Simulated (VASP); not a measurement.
Set up this calculation in VASP 6.6.1, as the native input.

```
Task                   : single point
Functional             : PBE
Potentials or basis    : VASP PAW PBE potentials, release 64 (Fe)
Cutoff                 : 520 eV
k mesh                 : 13 × 13 × 13
Occupations            : fermi-dirac, width 0.05 eV
Spin                   : collinear spin, ferromagnetic start
Starting moments       : [3.0] μB
Dipole correction      : no
Further INCAR settings : ALGO = Normal; EDIFF = 1e-06; NBANDS = 14
```

The structure of Fe lies in POSCAR:

```
Fe
1.0
   -1.4093372121      1.4093372121      1.4093372121
    1.4093372121     -1.4093372121      1.4093372121
    1.4093372121      1.4093372121     -1.4093372121
Fe
1
Direct
    0.0000000000      0.0000000000      0.0000000000
```

One way to write it, as run:

INCAR

```
SYSTEM = Fe
ALGO = Normal
EDIFF = 1E-6
ENCUT = 520
GGA = PE
ISIF = 2
ISMEAR = -1
ISPIN = 2
LASPH = .True.
LCHARG = .False.
LMAXMIX = 4
LORBIT = 11
LREAL = .False.
LWAVE = .False.
MAGMOM = 3
NBANDS = 14
NELM = 150
PREC = Accurate
SIGMA = 0.05
```

KPOINTS

```
k-points
0
Gamma
  13 13 13
  0 0 0
```

Potentials or basis: VASP PAW PBE potentials, release 64 (Fe).

Run with:

```sh
$ cat potpaw_PBE.64/Fe/POTCAR > POTCAR
$ mpirun -np 1 vasp_std > vasp.out
```

It gave:

| Item | Value |
| --- | --- |
| Pressure | 1.7 GPa |
| Net moment | 2.11 μB per cell |
| Site moments | Fe +2.11 μB |
| Valence electrons inside the program's atomic spheres | Fe 7.30 |

It took 9.9 s on 1 thread of Intel(R) Xeon(R) 6975P-C (Granite Rapids), with other jobs on the host, peak memory 0.14 GiB.
